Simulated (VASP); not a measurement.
# Cd2HgTe3 (I-4m2) in VASP: a series of runs

Runs on Cd2HgTe3. Level: PBE. Tasks: single point.

All numbers are computed with VASP 6.6.1; they aren't measurements. Logs are shortened: lines on timing, memory, paths and dates and some standing lists are left out, and cuts for length are marked.

## Step 1: The cell of the first run

The structure is tetragonal, space group I-4m2 (No. 119). Conventional cell: a = 4.692 Å, b = 4.692 Å, c = 19.867 Å, α = 90.00°, β = 90.00°, γ = 90.00°. Within 3.8 Å of Cd (site symmetry 2mm) lie 4 Te at 2.87 Å. Hg (site symmetry -4m2) has 4 Te at 2.88 Å within 3.8 Å. Within 3.8 Å of Te (site symmetry 2mm) lie 2 Cd at 2.87 Å and 2 Hg at 2.88 Å. Within 3.8 Å of Te (site symmetry -4m2) lie 4 Cd at 2.87 Å.

## Step 2: Single point, PBE

The input, INCAR:

```
SYSTEM = Cd2HgTe3
PREC = Accurate
ENCUT = 520
EDIFF = 1E-6
ISMEAR = 0
SIGMA = 0.1
LREAL = .FALSE.
LASPH = .TRUE.
NELM = 60
ALGO = Normal
ISIF = 2
LWAVE = .FALSE.
LCHARG = .FALSE.
GGA = PE
NBANDS = 36
```

The input, KPOINTS:

```
Automatic mesh
0
G
  12 12 12
  0 0 0
```

The input, POSCAR:

```
Cd2HgTe3
1.0
   -2.3461650000      2.3461650000      9.9333700000
    2.3461650000     -2.3461650000      9.9333700000
    2.3461650000      2.3461650000     -9.9333700000
Cd Hg Te
2 1 3
Direct
    0.6668560000      0.6668560000      0.0000000000
    0.3331440000      0.3331440000      0.0000000000
    0.0000000000      0.0000000000      0.0000000000
    0.5839490000      0.0839490000      0.5000000000
    0.2500000000      0.7500000000      0.5000000000
    0.9160510000      0.4160510000      0.5000000000
```

Potentials or basis: VASP PAW PBE potentials, release 64 (Cd, Hg, Te).

Run with:

```bash
cat potpaw_PBE.64/Cd/POTCAR potpaw_PBE.64/Hg/POTCAR potpaw_PBE.64/Te/POTCAR > POTCAR
mpirun -np 1 vasp_std > vasp.out
```

OUTCAR:

```text
SYSTEM = Cd2HgTe3
   PREC = Accurate
   ENCUT = 520
   EDIFF = 1E-6
   ISMEAR = 0
   LREAL = .FALSE.
   LASPH = .TRUE.
   NELM = 60
   ISIF = 2
   GGA = PE

 ion  position               nearest neighbor table
   1  0.667  0.667  0.000-   4 2.87   4 2.87   5 2.87   5 2.87
   2  0.333  0.333  0.000-   6 2.87   6 2.87   5 2.87   5 2.87
   3  0.000  0.000  0.000-   4 2.88   6 2.88   4 2.88   6 2.88
   4  0.584  0.084  0.500-   1 2.87   1 2.87   3 2.88   3 2.88
   5  0.250  0.750  0.500-   2 2.87   1 2.87   2 2.87   1 2.87
   6  0.916  0.416  0.500-   2 2.87   2 2.87   3 2.88   3 2.88

  LATTYP: Found a body centered tetragonal cell.
 ALAT       =     4.6923300000
 C/A-ratio  =     4.2338752816

  Lattice vectors:

 A1 = (  -2.3461650000,   2.3461650000,   9.9333700000)
 A2 = (   2.3461650000,  -2.3461650000,   9.9333700000)
 A3 = (   2.3461650000,   2.3461650000,  -9.9333700000)

Analysis of symmetry for initial positions (statically):
=====================================================================
 Subroutine PRICEL returns:
 Original cell was already a primitive cell.

 Routine SETGRP: Setting up the symmetry group for a
 body centered tetragonal supercell.

 Subroutine GETGRP returns: Found  8 space group operations
 (whereof  8 operations were pure point group operations)
 out of a pool of 16 trial point group operations.

The static configuration has the point symmetry D_2d.

Analysis of symmetry for dynamics (positions and initial velocities):
=====================================================================
 Subroutine PRICEL returns:
 Original cell was already a primitive cell.

 Routine SETGRP: Setting up the symmetry group for a
 body centered tetragonal supercell.

 Subroutine GETGRP returns: Found  8 space group operations
 (whereof  8 operations were pure point group operations)
 out of a pool of 16 trial point group operations.

The dynamic configuration has the point symmetry D_2d.

 Subroutine INISYM returns: Found  8 space group operations
 (whereof  8 operations are pure point group operations),
 and found     1 'primitive' translations

----------------------------------------------------------------------------------------

                                     Primitive cell

  volume of cell :     218.7126

  direct lattice vectors                    reciprocal lattice vectors
    -2.346165000  2.346165000  9.933370000     0.000000000  0.213113741  0.050335385
     2.346165000 -2.346165000  9.933370000     0.213113741  0.000000000  0.050335385
     2.346165000  2.346165000 -9.933370000     0.213113741  0.213113741  0.000000000

  length of vectors
    10.472861117 10.472861117 10.472861117     0.218977436  0.218977436  0.301388343

  position of ions in fractional coordinates (direct lattice)
     0.666856000  0.666856000  0.000000000
     0.333144000  0.333144000  0.000000000
     0.000000000  0.000000000  0.000000000
     0.583949000  0.083949000  0.500000000
     0.250000000  0.750000000  0.500000000
     0.916051000  0.416051000  0.500000000

  ion indices of the primitive-cell ions
   primitive index   ion index
                 1           1
                 2           2
                 3           3
                 4           4
                 5           5
                 6           6

----------------------------------------------------------------------------------------

 KPOINTS: Automatic mesh

Automatic generation of k-mesh.
 Grid dimensions read from file:
 generate k-points for:   12   12   12

 Generating k-lattice:

  Cartesian coordinates                     Fractional coordinates (reciprocal lattice)
     0.000000000  0.017759478  0.004194615     0.083333333  0.000000000 -0.000000000
     0.017759478  0.000000000  0.004194615     0.000000000  0.083333333 -0.000000000
     0.017759478  0.017759478  0.000000000     0.000000000  0.000000000  0.083333333

  Length of vectors
     0.018248120  0.018248120  0.025115695

  Shift w.r.t. Gamma in fractional coordinates (k-lattice)
     0.000000000  0.000000000  0.000000000

 Subroutine IBZKPT returns following result:
 ===========================================

 Found    163 irreducible k-points:

 Following reciprocal coordinates:
            Coordinates               Weight
  0.000000  0.000000  0.000000      1.000000
  0.083333 -0.000000  0.000000      8.000000
  0.166667 -0.000000  0.000000      8.000000
  0.250000 -0.000000  0.000000      8.000000
  0.333333 -0.000000  0.000000      8.000000
  0.416667 -0.000000  0.000000      8.000000
[... 16 lines left out ...]
  0.500000  0.166667 -0.000000     16.000000
 -0.416667  0.166667  0.000000     16.000000
 [... further k-points ...]
   k-points           NKPTS =    163   k-points in BZ     NKDIM =    163   number of bands    NBANDS=     36
   number of dos      NEDOS =    301   number of ions     NIONS =      6
   total plane-waves  NPLWV = 512000
   dimension x,y,z NGX =    80 NGY =   80 NGZ =   80
   dimension x,y,z NGXF=   160 NGYF=  160 NGZF=  160
   ions per type =               2   1   3
   NGX,Y,Z   is equivalent  to a cutoff of  12.70, 12.70, 12.70 a.u.
   NGXF,Y,Z  is equivalent  to a cutoff of  25.40, 25.40, 25.40 a.u.
 SYSTEM =  Cd2HgTe3
   PREC   = accura    normal or accurate (medium, high low for compatibility)
   ISTART =      0    job   : 0-new  1-cont  2-samecut
   ICHARG =      2    charge: 1-file 2-atom 10-const
   ISPIN  =      1    spin polarized calculation?
   LNONCOLLINEAR =      F non collinear calculations
   LSORBIT =      F    spin-orbit coupling
   LASPH  =      T    aspherical Exc in radial PAW
   ENCUT  =  520.0 eV  38.22 Ry    6.18 a.u.  19.47 19.47 19.47*2*pi/ulx,y,z
   NELM   =     60;   NELMIN=  2; NELMDL= -5     # of ELM steps
   EDIFF  = 0.1E-05   stopping-criterion for ELM
   LREAL  =      F    real-space projection
   EDIFFG = 0.1E-04   stopping-criterion for IOM
   NSW    =      0    number of steps for IOM
   IBRION =     -1    ionic relax: 0-MD 1-quasi-New 2-CG
   NFREE  =      0    steps in history (QN), initial steepest desc. (CG)
   ISIF   =      2    stress and relaxation
   ISYM   =      2    0-nonsym 1-usesym 2-fastsym
   POTIM  = 0.5000    time-step for ionic-motion
   TEBEG  =    0.0;   TEEND  =   0.0 temperature during run
   PSTRESS=    0.0 pullay stress
   NELECT =      54.0000    total number of electrons
   NUPDOWN=      -1.0000    fix difference up-down
   EMIN   =  10.00;   EMAX   =-10.00  energy-range for DOS
   EFERMI =   0.00;   METHOD = LEGACY
   ISMEAR =     0;   SIGMA  =   0.10  broadening in eV -4-tet -1-fermi 0-gaus
   EFERMI_NEDOS =   21; number of points for ismear=-14 and -15
   IALGO  =     38    algorithm
   IMIX   =      4    mixing-type and parameters
     AMIX     =   0.40;   BMIX     =  1.00
     AMIX_MAG =   1.60;   BMIX_MAG =  1.00
  volume/ion in A,a.u.               =      36.45       245.99
  Fermi-wavevector in a.u.,A,eV,Ry     =   1.027026  1.940798 14.351191  1.054783
  Thomas-Fermi vector in A             =   2.160950
   LORBIT       =      0    0 simple, 1 ext, 2 COOP (PROOUT), +10 PAW based schemes
   GGA     = PE    functional components
   LHFCALC =     F    Hartree Fock is set to
   AEXX    =    0.0000 exact exchange contribution
   IVDW    =     0    specifies the selected vdW correction
   LEPSILON=     F    determine dielectric tensor
   LRPA    =     F    only Hartree local field effects (RPA)
 non-spin polarized calculation
 Gauss-broadening in eV      SIGMA  =   0.10
  energy-cutoff  :      520.00
  volume of cell :      218.71
 maximum number of plane-waves:      5925
 NGX is ok and might be reduce to    80

 number of electron      53.9999994 magnetization

 Free energy of the ion-electron system (eV)
  ---------------------------------------------------
  ext. energy  EPLUGINS =         0.00000000
  ---------------------------------------------------
  free energy    TOTEN  =       -13.26013374 eV

  energy without entropy =      -13.25995184  energy(sigma->0) =      -13.26004279

 E-fermi :   2.0548     XC(G=0):  -8.3215

 val. band max:        1.9986675266   @ k =   0.0000   0.0000   0.0000
 cond. band min:       2.2960994246   @ k =  -0.0833  -0.0833   0.0833
 fundamental gap:      0.2974318980
 Fermi energy:         2.0548204350

 k-point     1 :       0.0000    0.0000    0.0000
  band No.  band energies     occupation
      1      -9.0981      2.00000
      2      -8.7079      2.00000
      3      -8.6978      2.00000
      4      -6.2359      2.00000
      5      -6.2359      2.00000
      6      -6.1686      2.00000
[... 28 lines left out ...]
     35       6.4866      0.00000
     36       8.8649      0.00000

 k-point     2 :       0.0833   -0.0000    0.0000
  band No.  band energies     occupation
      1      -9.0803      2.00000
      2      -8.7176      2.00000
      3      -8.6807      2.00000
      4      -6.2346      2.00000
      5      -6.2293      2.00000
      6      -6.1856      2.00000
[... 28 lines left out ...]
     35       6.6029      0.00000
     36       8.3307      0.00000

 k-point     3 :       0.1667   -0.0000    0.0000
  band No.  band energies     occupation
      1      -9.0298      2.00000
      2      -8.7217      2.00000
      3      -8.6578      2.00000
      4      -6.2309      2.00000
      5      -6.2100      2.00000
      6      -6.1959      2.00000
[... 28 lines left out ...]
     35       6.9019      0.00000
     36       7.8014      0.00000
[... 742 lines left out ...]
 k-point    23 :       0.5000    0.1667   -0.0000
  band No.  band energies     occupation
      1      -8.7098      2.00000
      2      -8.6668      2.00000
      3      -8.6487      2.00000
      4      -6.1933      2.00000
      5      -6.1884      2.00000
      6      -6.1881      2.00000
[... 28 lines left out ...]
     35       7.5619      0.00000
     36       7.7346      0.00000

 k-point    24 :      -0.4167    0.1667    0.0000
  band No.  band energies     occupation
      1      -8.7505      2.00000
      2      -8.6653      2.00000
      3      -8.6358      2.00000
      4      -6.1967      2.00000
      5      -6.1897      2.00000
      6      -6.1857      2.00000
[... 28 lines left out ...]
     35       7.6501      0.00000
     36       7.7821      0.00000

 [... further k-points ...]
[... 5 lines left out ...]
  --------------------------------------------------------------------------------------
  -------------------------------------------------------------------------------------
  Total        0.0669786      0.0669786      0.0863748      0.0000000      0.0000000     -0.0000000
  in kB        0.4906516      0.4906516      0.6327382      0.0000000      0.0000000     -0.0000000
  external PRESSURE =       0.5380138 kB  Pullay stress =       0.0000000 kB

 VOLUME and BASIS-vectors are now :
 -----------------------------------------------------------------------------
  energy-cutoff  :      520.00
  volume of cell :      218.71
      direct lattice vectors                 reciprocal lattice vectors
    -2.346165000  2.346165000  9.933370000     0.000000000  0.213113741  0.050335385
     2.346165000 -2.346165000  9.933370000     0.213113741  0.000000000  0.050335385
     2.346165000  2.346165000 -9.933370000     0.213113741  0.213113741  0.000000000

 POSITION                                       TOTAL-FORCE (eV/Angst)
 -----------------------------------------------------------------------------------
      0.00000      0.00000     13.24825         0.000000     -0.000000      0.000035
      0.00000      0.00000      6.61849         0.000000     -0.000000     -0.000035
      0.00000      0.00000      0.00000        -0.000000      0.000000     -0.000000
      0.00000      2.34617      1.66779        -0.000000     -0.000000     -0.000648
      2.34617      0.00000      4.96669        -0.000000      0.000000     -0.000000
      0.00000      2.34617      8.26558         0.000000      0.000000      0.000648
 -----------------------------------------------------------------------------------
    total drift:                               -0.000001      0.000001     -0.000000

  FREE ENERGIE OF THE ION-ELECTRON SYSTEM (eV)
  ---------------------------------------------------
  free  energy   TOTEN  =       -13.2601337386 eV

  energy  without entropy=      -13.2599518383  energy(sigma->0) =      -13.26004279
```

Wall time 51 min (1 thread of AMD EPYC 9R45 (Zen 5), shared host); peak memory 1.7 GiB.

What came out:

| Quantity | Value |
| --- | --- |
| Free energy | -13.2601 eV |
| Pressure | 0.1 GPa |

Levels at points of the mesh, in eV from the Fermi level:
| k point | band 23 | band 24 | band 25 | band 26 | band 27 | band 28 | band 29 | band 30 | band 31 | band 32 |
| --- | --- | --- | --- | --- | --- | --- | --- | --- | --- | --- |
| (0.00, 0.00, 0.00) | -1.47 | -1.47 | -0.12 | -0.11 | -0.11 | -0.06 | 2.25 | 2.53 | 2.91 | 3.04 |
| (0.50, 0.00, 0.00) | -1.73 | -0.95 | -0.93 | -0.84 | -0.73 | 1.16 | 2.17 | 2.45 | 4.76 | 4.84 |
| (0.50, 0.50, 0.00) | -2.14 | -2.10 | -2.08 | -1.86 | -1.86 | 2.14 | 2.61 | 3.12 | 3.35 | 3.64 |
| (0.50, 0.50, 0.50) | -1.74 | -0.78 | -0.78 | -0.58 | -0.58 | 1.53 | 2.04 | 2.37 | 2.61 | 3.53 |

Caveat: spin-orbit coupling is left out, which moves the levels of the heavy elements.

## Step 3: Single point, PBE

This run uses another cell than the first one: it holds 12 atoms, not 6.

The input, INCAR:

```
SYSTEM = Cd2HgTe3
PREC     = Accurate       ! precision mode
ENCUT    = 520            ! plane-wave cutoff, eV
EDIFF    = 1E-6           ! SCF threshold, eV
ISMEAR   = 0              ! smearing method
SIGMA    = 0.2            ! smearing width, eV
LREAL    = .FALSE.        ! projectors in reciprocal space
LASPH    = .TRUE.         ! aspherical terms in the spheres
NELM     = 80             ! most SCF steps
ALGO     = Fast           ! electronic algorithm
ISIF     = 2              ! what is computed and relaxed
LWAVE    = .FALSE.        ! write WAVECAR
LCHARG   = .FALSE.        ! write CHGCAR
GGA      = PE             ! functional
NBANDS   = 66             ! bands
```

The input, KPOINTS:

```
regular mesh
0
G
  6 4 6
  0 0 0
```

The input, POSCAR:

```
Cd2HgTe3
1.0
    4.6923300000      0.0000000000      0.0000000000
    0.0000000000     -9.3846600000      0.0000000000
   -2.3461650000      2.3461650000     -9.9333700000
Cd Hg Te
4 2 6
Direct
    0.3331440000      0.6665720000      0.6662880000
    0.3331440000      0.1665720000      0.6662880000
    0.6668560000      0.8334280000      0.3337120000
    0.6668560000      0.3334280000      0.3337120000
    0.0000000000      0.0000000000      0.0000000000
    0.0000000000      0.5000000000      0.0000000000
    0.9160510000      0.7080255000      0.8321020000
    0.9160510000      0.2080255000      0.8321020000
    0.2500000000      0.8750000000      0.5000000000
    0.2500000000      0.3750000000      0.5000000000
    0.5839490000      0.5419745000      0.1678980000
    0.5839490000      0.0419745000      0.1678980000
```

Potentials or basis: VASP PAW PBE potentials, release 64 (Cd, Hg, Te).

Run with:

```bash
cat potpaw_PBE.64/Cd/POTCAR potpaw_PBE.64/Hg/POTCAR potpaw_PBE.64/Te/POTCAR > POTCAR
mpirun -np 1 vasp_std > vasp.out
```

Wall time 45 min (1 thread of Oxide Virtual Turin-like, shared host); peak memory 1.2 GiB.

Results (log left out):

* Free energy: -26.5123 eV
* Pressure: 0.1 GPa

Levels at points of the mesh, in eV from the Fermi level:
| k point | band 50 | band 51 | band 52 | band 53 | band 54 | band 55 | band 56 | band 57 | band 58 | band 59 |
| --- | --- | --- | --- | --- | --- | --- | --- | --- | --- | --- |
| (0.00, 0.00, 0.00) | -0.92 | -0.80 | -0.19 | -0.19 | -0.18 | -0.13 | 1.09 | 2.09 | 2.17 | 2.38 |
| (0.50, 0.00, 0.00) | -1.80 | -1.03 | -1.00 | -0.92 | -0.81 | 1.09 | 2.07 | 2.10 | 2.38 | 2.54 |
| (0.00, 0.50, 0.00) | -1.23 | -0.83 | -0.83 | -0.39 | -0.39 | 1.38 | 1.38 | 2.22 | 2.22 | 2.56 |
| (0.50, 0.50, 0.00) | -1.66 | -1.48 | -1.48 | -1.37 | -1.37 | 2.11 | 2.11 | 2.72 | 2.72 | 2.85 |
| (0.00, 0.00, 0.50) | -0.85 | -0.85 | -0.80 | -0.65 | -0.65 | 1.09 | 1.46 | 1.97 | 2.09 | 2.30 |
| (0.00, 0.50, 0.50) | -0.89 | -0.59 | -0.59 | -0.57 | -0.57 | 1.15 | 1.15 | 1.77 | 1.77 | 2.56 |

Caveat: spin-orbit coupling is left out, which moves the levels of the heavy elements.
